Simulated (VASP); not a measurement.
MgS:

```
Mg S
1.0
     0.00000    2.70858    2.70858
     2.70858    0.00000    2.70858
     2.70858    2.70858    0.00000
Mg S
1 1
Direct
  0.00000 0.00000 0.00000
  0.25000 0.25000 0.25000
```

| Quantity | Value |
| --- | --- |
| Program | VASP 6.6.1 |
| Task | relaxation of cell and atoms |
| Functional | PBEsol |
| Potentials or basis | VASP PAW PBE potentials, release 64 (Mg, S) |
| Cutoff | 600 eV |
| k mesh | 6 × 6 × 6 |
| Occupations | fermi-dirac, width 0.03 eV |
| Spin | no spin polarisation |

At the start: pressure 9.5 GPa; volume 19.87 Å³/atom.

Q: Where does the relaxation end?

A: Over 3 steps the energy falls by 71.2 meV/atom and the volume is 22.52 Å³/atom (+13.3 %); space group F-43m (No. 216, to 0.1 Å) before and after.

The path:
| step | energy change (eV) | largest force (eV/Å) | pressure (GPa) | volume (Å³) |
| --- | --- | --- | --- | --- |
| 1 | 0.0000 | 0.0000 | 9.53 | 39.74 |
| 2 | -0.1293 | 0.0000 | -2.18 | 46.94 |
| 3 | -0.1425 | 0.0000 | 0.05 | 45.04 |

Final structure:
```cif
data_structure
_symmetry_space_group_name_H-M 'P 1'
_symmetry_Int_Tables_number 1
_cell_length_a 3.9937
_cell_length_b 3.9937
_cell_length_c 3.9937
_cell_angle_alpha 60.000
_cell_angle_beta 60.000
_cell_angle_gamma 60.000
_cell_volume 45.04
loop_
_atom_site_label
_atom_site_type_symbol
_atom_site_fract_x
_atom_site_fract_y
_atom_site_fract_z
_atom_site_occupancy
Mg1 Mg 0.00000 0.00000 0.00000 1
S1 S 0.25000 0.25000 0.25000 1
```

Caveat: the PAW data sets were made with another functional, which shifts forces and pressure a little.
